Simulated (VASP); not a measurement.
# Sr11O12 (a cell with a defect) in VASP: single point with PBE

Aim: the single point of Sr11O12 (a cell with a defect) with PBE.

Everything below comes from runs of VASP 6.6.1. Logs are shortened: lines on timing, memory, paths and dates and some standing lists are left out, and cuts for length are marked.

**1. The cell of the first run**

The cell holds a defect, 23 atoms: a = 7.431 Å, b = 7.431 Å, c = 10.368 Å, α = 90.00°, β = 90.00°, γ = 120.00°.

**2. Single point, PBE**

INCAR

```
SYSTEM = Sr11O12
  PREC = Accurate
  ENCUT = 520
  EDIFF = 1E-6
  ISMEAR = 0
  SIGMA = 0.05
  LREAL = .False.
  LASPH = .True.
  NELM = 120
  ALGO = Normal
  ISIF = 2
  LWAVE = .False.
  LCHARG = .False.
  GGA = PE
  NBANDS = 108
  NELECT = 184.0
  GGA_COMPAT = .False.
```

KPOINTS

```
Automatic mesh
0
Gamma
  3 3 2
  0 0 0
```

POSCAR

```
Sr11O12
1.0
    0.0000000000     -7.4310438777      0.0000000000
    6.4354727748      3.7155219389      0.0000000000
    0.0000000000      0.0000000000     10.3683011420
Sr O
11 12
Direct
    0.3348280702      0.3348280811      0.9672175666
    0.6879638143      0.0231892831      0.4692500665
    0.6601673292     -0.0157791049      0.9623424188
    0.0231893387      0.6879639080      0.4692500665
   -0.0157790391      0.6601673488      0.9623424188
    0.6651721678      0.6651721093      0.2202821821
    0.5000003985      0.5000002506      0.5937502119
    0.0157792607      0.3398328416      0.2251572334
   -0.0231898885      0.3120358162      0.7182501644
    0.3398329088      1.0157792953      0.2251572334
    0.3120359007      0.9768101303      0.7182501644
    0.3368369379      0.3368369467      0.2026638666
    0.2767887579      0.2767886777      0.7414536764
    0.6713552425      0.0112604004      0.2170146265
    0.6445596722     -0.0036045526      0.7147815152
    0.0112603947      0.6713553380      0.2170146265
   -0.0036045441      0.6445596377      0.7147815152
    0.7232111902      0.7232112019      0.4460460722
    0.6631633001      0.6631632437      0.9848357855
    0.0036041288      0.3554400865      0.4727185228
   -0.0112601732      0.3286448524      0.9704852186
    0.3554401205      1.0036041214      0.4727185228
    0.3286449386      0.9887399454      0.9704852186
```

Potentials or basis: VASP PAW PBE potentials, release 64 (Sr_sv, O).

Command:

```bash
cat potpaw_PBE.64/Sr_sv/POTCAR potpaw_PBE.64/O/POTCAR > POTCAR
mpirun -np 1 vasp_std > vasp.out
```

OUTCAR:

```text
SYSTEM = Sr11O12
   PREC = Accurate
   ENCUT = 520
   EDIFF = 1E-6
   ISMEAR = 0
   LREAL = .False.
   LASPH = .True.
   NELM = 120
   ISIF = 2
   GGA = PE
   NELECT = 184.0

 ion  position               nearest neighbor table
   1  0.335  0.335  0.967-  13 2.38  12 2.44  19 2.45  23 2.55  21 2.55   8 3.59  10 3.59   6 3.59
                             9 3.65  11 3.65   7 4.06   3 4.18   5 4.18   5 4.34   3 4.34   5 4.35
   2  0.688  0.023  0.469-  18 2.38  22 2.40  20 2.41  15 2.56  14 2.62   9 3.36   8 3.48  10 3.60
                             7 3.65   6 3.65  11 3.69   4 4.28   4 4.28   4 4.31   7 4.60   3 5.12
   3  0.660  0.984  0.962-  19 2.41  23 2.48  21 2.50  15 2.57  14 2.65   9 3.48   6 3.59  11 3.60
                            10 3.70   8 3.80   5 4.17   1 4.18   1 4.34   5 4.35   5 4.35   1 4.35
   4  0.023  0.688  0.469-  18 2.38  20 2.40  22 2.41  17 2.56  16 2.62  11 3.36  10 3.48   8 3.60
                             7 3.65   6 3.65   9 3.69   2 4.28   2 4.28   2 4.31   7 4.60   5 5.12
   5  0.984  0.660  0.962-  19 2.41  21 2.48  23 2.50  17 2.57  16 2.65  11 3.48   6 3.59   9 3.60
                             8 3.70  10 3.80   3 4.17   1 4.18   1 4.34   3 4.35   3 4.35   1 4.35
   6  0.665  0.665  0.220-  18 2.38  19 2.44  12 2.45  16 2.55  14 2.55   5 3.59   3 3.59   1 3.59
                             4 3.65   2 3.65   7 4.06  10 4.18   8 4.18   8 4.34  10 4.34   8 4.35
   7  0.500  0.500  0.594-  13 2.26  18 2.26  17 3.52  15 3.52  22 3.52  20 3.52   4 3.65   2 3.65
                            11 3.65   9 3.65   1 4.06   6 4.06   9 4.60  11 4.60   2 4.60   4 4.60
   8  0.016  0.340  0.225-  12 2.41  16 2.48  14 2.50  20 2.57  21 2.65   2 3.48   1 3.59   4 3.60
                             5 3.70   3 3.80  10 4.17   6 4.18   6 4.34  10 4.35  10 4.35   6 4.35
   9  0.977  0.312  0.718-  13 2.38  17 2.40  15 2.41  20 2.56  21 2.62   2 3.36   3 3.48   5 3.60
                             7 3.65   1 3.65   4 3.69  11 4.28  11 4.28  11 4.31   7 4.60   8 5.12
  10  0.340  0.016  0.225-  12 2.41  14 2.48  16 2.50  22 2.57  23 2.65   4 3.48   1 3.59   2 3.60
                             3 3.70   5 3.80   8 4.17   6 4.18   6 4.34   8 4.35   8 4.35   6 4.35
  11  0.312  0.977  0.718-  13 2.38  15 2.40  17 2.41  22 2.56  23 2.62   4 3.36   5 3.48   3 3.60
                             7 3.65   1 3.65   2 3.69   9 4.28   9 4.28   9 4.31   7 4.60  10 5.12
  12  0.337  0.337  0.203-   8 2.41  10 2.41   1 2.44   6 2.45
  13  0.277  0.277  0.741-   7 2.26   1 2.38  11 2.38   9 2.38
  14  0.671  0.011  0.217-  10 2.48   8 2.50   6 2.55   2 2.62   3 2.65
  15  0.645  0.996  0.715-  11 2.40   9 2.41   2 2.56   3 2.57   7 3.52
  16  0.011  0.671  0.217-   8 2.48  10 2.50   6 2.55   4 2.62   5 2.65
  17  0.996  0.645  0.715-   9 2.40  11 2.41   4 2.56   5 2.57   7 3.52
  18  0.723  0.723  0.446-   7 2.26   6 2.38   2 2.38   4 2.38
  19  0.663  0.663  0.985-   5 2.41   3 2.41   6 2.44   1 2.45
  20  0.004  0.355  0.473-   4 2.40   2 2.41   9 2.56   8 2.57   7 3.52
  21  0.989  0.329  0.970-   5 2.48   3 2.50   1 2.55   9 2.62   8 2.65
  22  0.355  0.004  0.473-   2 2.40   4 2.41  11 2.56  10 2.57   7 3.52
  23  0.329  0.989  0.970-   3 2.48   5 2.50   1 2.55  11 2.62  10 2.65

  LATTYP: Found a hexagonal cell.
 ALAT       =     7.4310438777
 C/A-ratio  =     1.3952684593

  Lattice vectors:

 A1 = (   0.0000000000,  -7.4310438777,   0.0000000000)
 A2 = (   6.4354727748,   3.7155219389,   0.0000000000)
 A3 = (   0.0000000000,   0.0000000000,  10.3683011420)

Analysis of symmetry for initial positions (statically):
=====================================================================
 Subroutine PRICEL returns:
 Original cell was already a primitive cell.

 Routine SETGRP: Setting up the symmetry group for a
 hexagonal supercell.

 Subroutine GETGRP returns: Found  4 space group operations
 (whereof  2 operations were pure point group operations)
 out of a pool of 24 trial point group operations.

The static configuration has the point symmetry C_1h.
 The point group associated with its full space group is C_2h.

Analysis of symmetry for dynamics (positions and initial velocities):
=====================================================================
 Subroutine PRICEL returns:
 Original cell was already a primitive cell.

 Routine SETGRP: Setting up the symmetry group for a
 hexagonal supercell.

 Subroutine GETGRP returns: Found  4 space group operations
 (whereof  2 operations were pure point group operations)
 out of a pool of 24 trial point group operations.

The dynamic configuration has the point symmetry C_1h.
 The point group associated with its full space group is C_2h.

 Subroutine INISYM returns: Found  4 space group operations
 (whereof  2 operations are pure point group operations),
 and found     1 'primitive' translations

----------------------------------------------------------------------------------------

                                     Primitive cell

  volume of cell :     495.8358

  direct lattice vectors                    reciprocal lattice vectors
     0.000000000 -7.431043878  0.000000000     0.077694370 -0.134570596  0.000000000
[... 77 lines left out ...]

 Subroutine IBZKPT returns following result:
 ===========================================

 Found      8 irreducible k-points:

 Following reciprocal coordinates:
            Coordinates               Weight
  0.000000  0.000000  0.000000      1.000000
  0.333333  0.000000  0.000000      4.000000
 -0.333333  0.333333  0.000000      2.000000
  0.333333  0.333333  0.000000      2.000000
  0.000000  0.000000  0.500000      1.000000
  0.333333  0.000000  0.500000      4.000000
 -0.333333  0.333333  0.500000      2.000000
  0.333333  0.333333  0.500000      2.000000
   k-points           NKPTS =      8   k-points in BZ     NKDIM =      8   number of bands    NBANDS=    108
   number of dos      NEDOS =    301   number of ions     NIONS =     23
   total plane-waves  NPLWV = 250880
   dimension x,y,z NGX =    56 NGY =   56 NGZ =   80
   dimension x,y,z NGXF=   112 NGYF=  112 NGZF=  160
   ions per type =              11  12
   NGX,Y,Z   is equivalent  to a cutoff of  12.53, 12.53, 12.83 a.u.
   NGXF,Y,Z  is equivalent  to a cutoff of  25.06, 25.06, 25.65 a.u.
 SYSTEM =  Sr11O12
   PREC   = accura    normal or accurate (medium, high low for compatibility)
   ISTART =      0    job   : 0-new  1-cont  2-samecut
   ICHARG =      2    charge: 1-file 2-atom 10-const
   ISPIN  =      1    spin polarized calculation?
   LNONCOLLINEAR =      F non collinear calculations
   LSORBIT =      F    spin-orbit coupling
   LASPH  =      T    aspherical Exc in radial PAW
   ENCUT  =  520.0 eV  38.22 Ry    6.18 a.u.  13.82 13.82 19.28*2*pi/ulx,y,z
   NELM   =    120;   NELMIN=  2; NELMDL= -5     # of ELM steps
   EDIFF  = 0.1E-05   stopping-criterion for ELM
   LREAL  =      F    real-space projection
   EDIFFG = 0.1E-04   stopping-criterion for IOM
   NSW    =      0    number of steps for IOM
   IBRION =     -1    ionic relax: 0-MD 1-quasi-New 2-CG
   NFREE  =      0    steps in history (QN), initial steepest desc. (CG)
   ISIF   =      2    stress and relaxation
   ISYM   =      2    0-nonsym 1-usesym 2-fastsym
   POTIM  = 0.5000    time-step for ionic-motion
   TEBEG  =    0.0;   TEEND  =   0.0 temperature during run
   PSTRESS=    0.0 pullay stress
   NELECT =     184.0000    total number of electrons
   NUPDOWN=      -1.0000    fix difference up-down
   EMIN   =  10.00;   EMAX   =-10.00  energy-range for DOS
   EFERMI =   0.00;   METHOD = LEGACY
   ISMEAR =     0;   SIGMA  =   0.05  broadening in eV -4-tet -1-fermi 0-gaus
   EFERMI_NEDOS =   21; number of points for ismear=-14 and -15
   IALGO  =     38    algorithm
   IMIX   =      4    mixing-type and parameters
     AMIX     =   0.40;   BMIX     =  1.00
     AMIX_MAG =   1.60;   BMIX_MAG =  1.00
  volume/ion in A,a.u.               =      21.56       145.48
  Fermi-wavevector in a.u.,A,eV,Ry     =   1.176436  2.223141 18.830472  1.384001
  Thomas-Fermi vector in A             =   2.312799
   LORBIT       =      0    0 simple, 1 ext, 2 COOP (PROOUT), +10 PAW based schemes
   GGA     = PE    functional components
   LHFCALC =     F    Hartree Fock is set to
   AEXX    =    0.0000 exact exchange contribution
   IVDW    =     0    specifies the selected vdW correction
   LEPSILON=     F    determine dielectric tensor
   LRPA    =     F    only Hartree local field effects (RPA)
 non-spin polarized calculation
 Gauss-broadening in eV      SIGMA  =   0.05
  energy-cutoff  :      520.00
  volume of cell :      495.84
 maximum number of plane-waves:     13392
   NGX = 27   NGY = 27   NGZ = 39

 number of electron     183.9999984 magnetization

 Free energy of the ion-electron system (eV)
  ---------------------------------------------------
  ext. energy  EPLUGINS =         0.00000000
  ---------------------------------------------------
  free energy    TOTEN  =      -132.06281613 eV

  energy without entropy =     -132.06281613  energy(sigma->0) =     -132.06281613

 E-fermi :   0.7333     XC(G=0):  -8.6802

 val. band max:        0.4940433878   @ k =   0.0000   0.0000   0.0000
 cond. band min:       2.5136090970   @ k =   0.0000   0.0000   0.0000
 fundamental gap:      2.0195657092
 Fermi energy:         0.7332634224

 k-point     1 :       0.0000    0.0000    0.0000
  band No.  band energies     occupation
      1     -33.6176      2.00000
      2     -32.1372      2.00000
      3     -32.1021      2.00000
      4     -32.1010      2.00000
      5     -32.0980      2.00000
      6     -31.9221      2.00000
[... 845 lines left out ...]
    103       5.7982      0.00000
    104       6.0514      0.00000
 [bands above 104 left out]

------------------------ aborting loop because EDIFF is reached ----------------------------------------

  FORCE on cell =-STRESS in cart. coord.  units (eV):
  Direction    XX          YY          ZZ          XY          YZ          ZX
  --------------------------------------------------------------------------------------
  -------------------------------------------------------------------------------------
  Total       11.7253780     11.3797184     13.7545132     -0.2993500      3.0725318     -5.3217811
  in kB       37.8878140     36.7708960     44.4444893     -0.9672793      9.9281671    -17.1960896
  external PRESSURE =      39.7010665 kB  Pullay stress =       0.0000000 kB

 VOLUME and BASIS-vectors are now :
 -----------------------------------------------------------------------------
  energy-cutoff  :      520.00
  volume of cell :      495.84
      direct lattice vectors                 reciprocal lattice vectors
     0.000000000 -7.431043878  0.000000000     0.077694370 -0.134570596  0.000000000
     6.435472775  3.715521939  0.000000000     0.155388739  0.000000000  0.000000000
     0.000000000  0.000000000 10.368301142     0.000000000  0.000000000  0.096447816

 POSITION                                       TOTAL-FORCE (eV/Angst)
 -----------------------------------------------------------------------------------
      2.15478     -1.24406     10.02840         0.006285     -0.003629      0.015347
      0.14923     -5.02613      4.86533        -0.011644      0.002075      0.001193
      6.33393     -1.24884      9.97786         0.006597      0.013230     -0.003371
      4.42737      2.38382      4.86533        -0.007619      0.009046      0.001193
      4.24849     -4.86092      9.97786        -0.008159     -0.012328     -0.003371
      4.28070     -2.47146      2.28395        -0.006285      0.003629     -0.015347
[... 15 lines left out ...]
      0.02319     -2.62790      4.90129         0.049988      0.018909      0.003558
      6.36301      1.23151     10.06228         0.009713      0.010309      0.005547
 -----------------------------------------------------------------------------------
    total drift:                                0.017840     -0.008010     -0.027094

  FREE ENERGIE OF THE ION-ELECTRON SYSTEM (eV)
  ---------------------------------------------------
  free  energy   TOTEN  =      -132.0628161280 eV

  energy  without entropy=     -132.0628161280  energy(sigma->0) =     -132.06281613
```

Run time: 23 min. Hardware: 1 thread of AMD EPYC 7R43 (Zen 3), shared host; peak memory 0.66 GiB.

What came out:

```yaml
Free_energy: -132.0628 eV
Largest_force: 0.054 eV/Å
```

Forces in eV/Å, atoms in the order of the input:
```
Sr   0.006 -0.004  0.015
Sr  -0.012  0.002  0.001
Sr   0.007  0.013 -0.003
Sr  -0.008  0.009  0.001
Sr  -0.008 -0.012 -0.003
Sr  -0.006  0.004 -0.015
Sr   0.000  0.000  0.000
Sr   0.008  0.012  0.003
Sr   0.008 -0.009 -0.001
Sr  -0.007 -0.013  0.003
Sr   0.012 -0.002 -0.001
O    0.013 -0.008  0.027
O   -0.041  0.024  0.019
O   -0.010 -0.010 -0.006
O   -0.050 -0.019 -0.004
O    0.004  0.014 -0.006
O   -0.009  0.053 -0.004
O    0.041 -0.024 -0.019
O   -0.013  0.008 -0.027
O    0.009 -0.053  0.004
O   -0.004 -0.014  0.006
O    0.050  0.019  0.004
O    0.010  0.010  0.006
```

Caveat: the cell carries a net charge on a neutralising background, which shifts energy and pressure; the cell is charged against a uniform background, so pressure and absolute levels hang on convention.
